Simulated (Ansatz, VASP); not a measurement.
**One calculation of NF3, two programs**

Contents of INCAR:

```
ALGO = Normal ; DIPOL = 0.5 0.5 0.682
EDIFF = 1E-6 ; ENCUT = 520
GGA = PE ; IDIPOL = 3
ISIF = 2 ; ISMEAR = 0
IVDW = 12 ; LASPH = True
LCHARG = False ; LDIPOL = True
LREAL = False ; LWAVE = False
NBANDS = 21 ; NELM = 80
PREC = Accurate ; SIGMA = 0.1
```

The input KPOINTS:

```
k-points
0
Gamma
  3 3 1
```

The input POSCAR:

```
NF3
1.0
    8.0601468099      0.0000000000      0.0000000000
   -4.0300734049      6.9802918956      0.0000000000
    0.0000000000      0.0000000000     25.6816764450
F N
3 1
Direct
    0.5324849345      0.2034120797      0.6950559090
    0.5291338960      0.4598834690      0.6706495498
    0.7950869914      0.4788584046      0.6960124701
    0.6361253782      0.3675002300      0.6645120658
```

Input for Ansatz:

```yaml
crystal:
  lattice:
    - [8.0601468099, 0.0, 0.0]
    - [-4.0300734049, 6.9802918956, 0.0]
    - [0.0, 0.0, 25.681676445]
  atoms:
    - { symbol: F, position: [0.5324849345, 0.2034120797, 0.695055909] }
    - { symbol: "N", position: [0.6361253782, 0.36750023, 0.6645120658] }
    - { symbol: F, position: [0.529133896, 0.459883469, 0.6706495498] }
    - { symbol: F, position: [0.7950869914, 0.4788584046, 0.6960124701] }
basis:
  ecutwfc: 420
kpoints:
  mp_grid: { grid: [3, 3, 1] }
hamiltonian:
  xc: pbe
  dispersion: d3bj
scf:
  occupations: { method: gaussian, width: 0.1 }
output:
  forces: true
  eigenvalues: true
  write_density: true
  volumetric_format: npy
efield:
  axis: 3
  dipole_correction: true
  ramp_width: 0.04
```

Alike in both runs: task single point; functional PBE; dispersion D3(BJ); k mesh 3 × 3 × 1; occupations gaussian, width 0.1 eV; no spin polarisation.

|  | VASP | Ansatz |
| --- | --- | --- |
| version | VASP 6.6.1 | Ansatz 0.2.0 |
| potentials or method | VASP PAW PBE potentials, release 64 (F, N), cutoff 520 eV | scalar-relativistic, plane waves, PAW |
| valence electrons in the cell | 26 | 26 |

Ansatz gave:

| Quantity | Value |
| --- | --- |
| gap on the k mesh at the Fermi level (eV) | 6.82 |
| rms of the force components (eV/Å) | 0.020 |

Problem. Which values does VASP return?

Solution. gap on the k mesh at the Fermi level (eV): 6.75; rms of the force components (eV/Å): 0.219.

One of these differences is far larger than is usual between the two programs; its cause wasn't traced.
